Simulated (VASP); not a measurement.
# KBr (Fm-3m) in VASP: single point with PBEsol

Aim: the single point of KBr with PBEsol.

Everything below comes from runs of VASP 6.6.1. Logs are shortened: lines on timing, memory, paths and dates and some standing lists are left out, and cuts for length are marked.

## Step 1: The cell of the first run

Symmetry: Fm-3m, No. 225, cubic system. The conventional cell has a = 6.550 Å, b = 6.550 Å, c = 6.550 Å, α = 90.00°, β = 90.00°, γ = 90.00°. Within 4.3 Å of K (site symmetry m-3m) lie 6 Br at 3.27 Å. Within 4.3 Å of Br (site symmetry m-3m) lie 6 K at 3.27 Å.

## Step 2: Single point, PBEsol

INCAR

```
SYSTEM = KBr
PREC     = Accurate       ! precision mode
ENCUT    = 520            ! plane-wave cutoff, eV
EDIFF    = 1E-7           ! SCF threshold, eV
ISMEAR   = 0              ! smearing method
SIGMA    = 0.02           ! smearing width, eV
LREAL    = .False.        ! projectors in reciprocal space
LASPH    = .True.         ! aspherical terms in the spheres
NELM     = 80             ! most SCF steps
ALGO     = Normal         ! electronic algorithm
ISIF     = 2              ! what is computed and relaxed
LWAVE    = .False.        ! write WAVECAR
LCHARG   = .False.        ! write CHGCAR
GGA      = PS             ! functional
NBANDS   = 15             ! bands
```

KPOINTS

```
regular mesh
0
Gamma
  6 6 6
  0 0 0
```

POSCAR

```
KBr
1.0
    0.0000000000      3.2747933123      3.2747933123
    3.2747933123      0.0000000000      3.2747933123
    3.2747933123      3.2747933123      0.0000000000
K Br
1 1
Direct
    0.0000000000      0.0000000000      0.0000000000
    0.5000000000      0.5000000000      0.5000000000
```

Potentials or basis: VASP PAW PBE potentials, release 64 (K_sv, Br).

Run with:

```console
cat potpaw_PBE.64/K_sv/POTCAR potpaw_PBE.64/Br/POTCAR > POTCAR
mpirun -np 1 vasp_std > vasp.out
```

OUTCAR:

```text
SYSTEM = KBr
   PREC = Accurate
   ENCUT = 520
   EDIFF = 1E-7
   ISMEAR = 0
   LREAL = .False.
   LASPH = .True.
   NELM = 80
   ISIF = 2
   GGA = PS

 ion  position               nearest neighbor table
   1  0.000  0.000  0.000-   2 3.27   2 3.27   2 3.27   2 3.27   2 3.27   2 3.27
   2  0.500  0.500  0.500-   1 3.27   1 3.27   1 3.27   1 3.27   1 3.27   1 3.27

  LATTYP: Found a face centered cubic cell.
 ALAT       =     6.5495866246

  Lattice vectors:

 A1 = (   0.0000000000,   3.2747933123,   3.2747933123)
 A2 = (   3.2747933123,   0.0000000000,   3.2747933123)
 A3 = (   3.2747933123,   3.2747933123,   0.0000000000)

Analysis of symmetry for initial positions (statically):
=====================================================================
 Subroutine PRICEL returns:
 Original cell was already a primitive cell.

 Routine SETGRP: Setting up the symmetry group for a
 face centered cubic supercell.

 Subroutine GETGRP returns: Found 48 space group operations
 (whereof 48 operations were pure point group operations)
 out of a pool of 48 trial point group operations.

The static configuration has the point symmetry O_h .

Analysis of symmetry for dynamics (positions and initial velocities):
=====================================================================
 Subroutine PRICEL returns:
 Original cell was already a primitive cell.

 Routine SETGRP: Setting up the symmetry group for a
 face centered cubic supercell.

 Subroutine GETGRP returns: Found 48 space group operations
 (whereof 48 operations were pure point group operations)
 out of a pool of 48 trial point group operations.

The dynamic configuration has the point symmetry O_h .

 Subroutine INISYM returns: Found 48 space group operations
 (whereof 48 operations are pure point group operations),
 and found     1 'primitive' translations

----------------------------------------------------------------------------------------

                                     Primitive cell

  volume of cell :      70.2395

  direct lattice vectors                    reciprocal lattice vectors
     0.000000000  3.274793312  3.274793312    -0.152681392  0.152681392  0.152681392
     3.274793312  0.000000000  3.274793312     0.152681392 -0.152681392  0.152681392
     3.274793312  3.274793312  0.000000000     0.152681392  0.152681392 -0.152681392

  length of vectors
     4.631257116  4.631257116  4.631257116     0.264451928  0.264451928  0.264451928

  position of ions in fractional coordinates (direct lattice)
     0.000000000  0.000000000  0.000000000
     0.500000000  0.500000000  0.500000000

  ion indices of the primitive-cell ions
   primitive index   ion index
                 1           1
                 2           2
[... 77 lines left out ...]
   EFERMI =   0.00;   METHOD = LEGACY
   ISMEAR =     0;   SIGMA  =   0.02  broadening in eV -4-tet -1-fermi 0-gaus
   EFERMI_NEDOS =   21; number of points for ismear=-14 and -15
   IALGO  =     38    algorithm
   IMIX   =      4    mixing-type and parameters
     AMIX     =   0.40;   BMIX     =  1.00
     AMIX_MAG =   1.60;   BMIX_MAG =  1.00
  volume/ion in A,a.u.               =      35.12       237.00
  Fermi-wavevector in a.u.,A,eV,Ry     =   0.999818  1.889382 13.600873  0.999636
  Thomas-Fermi vector in A             =   2.132133
   LORBIT       =      0    0 simple, 1 ext, 2 COOP (PROOUT), +10 PAW based schemes
   GGA     = PS    functional components
   LHFCALC =     F    Hartree Fock is set to
   AEXX    =    0.0000 exact exchange contribution
   IVDW    =     0    specifies the selected vdW correction
   LEPSILON=     F    determine dielectric tensor
   LRPA    =     F    only Hartree local field effects (RPA)
 non-spin polarized calculation
 Gauss-broadening in eV      SIGMA  =   0.02
  energy-cutoff  :      520.00
  volume of cell :       70.24
 maximum number of plane-waves:      1917
 NGX is ok and might be reduce to    36
   NGX = 17   NGY = 17   NGZ = 17

 number of electron      16.0000000 magnetization

 Free energy of the ion-electron system (eV)
  ---------------------------------------------------
  ext. energy  EPLUGINS =         0.00000000
  ---------------------------------------------------
  free energy    TOTEN  =        -6.45985978 eV

  energy without entropy =       -6.45985978  energy(sigma->0) =       -6.45985978

 E-fermi :  -1.6104     XC(G=0):  -7.6425

 val. band max:       -1.7350438374   @ k =   0.0000   0.0000   0.0000
 cond. band min:       2.6003076509   @ k =   0.0000   0.0000   0.0000
 fundamental gap:      4.3353514883
 Fermi energy:        -1.6103571304

 k-point     1 :       0.0000    0.0000    0.0000
  band No.  band energies     occupation
      1     -29.2990      2.00000
      2     -14.0706      2.00000
      3     -12.8438      2.00000
      4     -12.8438      2.00000
      5     -12.8438      2.00000
      6      -1.7350      2.00000
      7      -1.7350      2.00000
      8      -1.7350      2.00000
      9       2.6003      0.00000
     10       5.7939      0.00000
     11       5.7939      0.00000
     12       5.7939      0.00000
     13       6.6481      0.00000
     14       6.6481      0.00000
[... 257 lines left out ...]
      2     -14.0365      2.00000
      3     -12.9322      2.00000
      4     -12.9007      2.00000
      5     -12.7829      2.00000
      6      -2.4825      2.00000
      7      -2.2433      2.00000
      8      -2.2091      2.00000
      9       4.7397      0.00000
     10       6.1792      0.00000
     11       6.4996      0.00000
     12       7.5225      0.00000
     13       8.2856      0.00000
     14       9.1356      0.00000
     15       9.6392      0.00000

------------------------ aborting loop because EDIFF is reached ----------------------------------------

  FORCE on cell =-STRESS in cart. coord.  units (eV):
  Direction    XX          YY          ZZ          XY          YZ          ZX
  --------------------------------------------------------------------------------------
  -------------------------------------------------------------------------------------
  Total        0.0265770      0.0265770      0.0265770      0.0000000      0.0000000     -0.0000000
  in kB        0.6062253      0.6062253      0.6062253      0.0000000      0.0000000     -0.0000000
  external PRESSURE =       0.6062253 kB  Pullay stress =       0.0000000 kB

 VOLUME and BASIS-vectors are now :
 -----------------------------------------------------------------------------
  energy-cutoff  :      520.00
  volume of cell :       70.24
      direct lattice vectors                 reciprocal lattice vectors
     0.000000000  3.274793312  3.274793312    -0.152681392  0.152681392  0.152681392
     3.274793312  0.000000000  3.274793312     0.152681392 -0.152681392  0.152681392
     3.274793312  3.274793312  0.000000000     0.152681392  0.152681392 -0.152681392

 POSITION                                       TOTAL-FORCE (eV/Angst)
 -----------------------------------------------------------------------------------
      0.00000      0.00000      0.00000         0.000000      0.000000      0.000000
      3.27479      3.27479      3.27479        -0.000000     -0.000000     -0.000000
 -----------------------------------------------------------------------------------
    total drift:                                0.000000      0.000000      0.000000

  FREE ENERGIE OF THE ION-ELECTRON SYSTEM (eV)
  ---------------------------------------------------
  free  energy   TOTEN  =        -6.4598597826 eV

  energy  without entropy=       -6.4598597826  energy(sigma->0) =       -6.45985978
```

OSZICAR:

```text
N       E                     dE             d eps       ncg     rms          rms(c)
DAV:   1     0.979675940063E+02    0.97968E+02   -0.68237E+03   480   0.936E+02
DAV:   2    -0.784481192966E+00   -0.98752E+02   -0.91562E+02   643   0.229E+02
DAV:   3    -0.642904585811E+01   -0.56446E+01   -0.56193E+01   670   0.480E+01
DAV:   4    -0.661961724926E+01   -0.19057E+00   -0.19054E+00   693   0.777E+00
DAV:   5    -0.662130650276E+01   -0.16893E-02   -0.16892E-02   684   0.786E-01    0.317E+00
DAV:   6    -0.646457722737E+01    0.15673E+00   -0.19385E-01   571   0.225E+00    0.236E+00
DAV:   7    -0.645226022940E+01    0.12317E-01   -0.89282E-02   648   0.165E+00    0.112E+00
DAV:   8    -0.645912916815E+01   -0.68689E-02   -0.10263E-02   577   0.753E-01    0.141E-01
DAV:   9    -0.645950144764E+01   -0.37228E-03   -0.37254E-04   634   0.115E-01    0.757E-02
DAV:  10    -0.645985370721E+01   -0.35226E-03   -0.39172E-04   515   0.109E-01    0.210E-02
DAV:  11    -0.645985745629E+01   -0.37491E-05   -0.14606E-05   690   0.207E-02    0.535E-03
DAV:  12    -0.645985975635E+01   -0.23001E-05   -0.30411E-06   522   0.115E-02    0.683E-03
DAV:  13    -0.645985978255E+01   -0.26202E-07   -0.46438E-07   641   0.354E-03
   1 F= -.64598598E+01 E0= -.64598598E+01  d E =-.206727E-20
```

stdout:

```text
POSCAR found type information on POSCAR K Br
 POSCAR found :  2 types and       2 ions
 scaLAPACK will be used
 -----------------------------------------------------------------------------
|                                                                             |
|                                                                             |
|     You enforced a specific xc type in the INCAR file but a different       |
|     I HOPE YOU KNOW WHAT YOU ARE DOING!                                     |
|                                                                             |
 -----------------------------------------------------------------------------

 LDA part: xc-table for (Slater+PW92), standard interpolation
 POSCAR, INCAR and KPOINTS ok, starting setup
 FFT: planning ... GRIDC
 FFT: planning ... GRID_SOFT
 FFT: planning ... GRID
 WAVECAR not read
 entering main loop
```

Run time: 18 s. Hardware: 1 thread of Intel Xeon 6975P-C, shared host; peak memory 0.21 GiB.

Results:

```
Free energy            : -6.4599 eV
Pressure               : 0.1 GPa
Band gap on the k mesh : 4.34 eV, direct
```

Levels at points of the mesh, in eV from the valence-band top:
```tsv
k point	band 4	band 5	band 6	band 7	band 8	band 9	band 10	band 11	band 12	band 13
(0.00, 0.00, 0.00)	-11.11	-11.11	0.00	0.00	0.00	4.34	7.53	7.53	7.53	8.38
(0.50, 0.00, 0.00)	-11.11	-10.86	-1.26	-0.36	-0.36	6.48	8.21	9.78	9.78	10.05
(0.50, 0.50, 0.00)	-11.15	-11.15	-0.86	-0.30	-0.30	5.71	7.17	9.37	9.47	9.71
```

Caveat: the PAW data sets were made with another functional, which shifts forces and pressure a little.
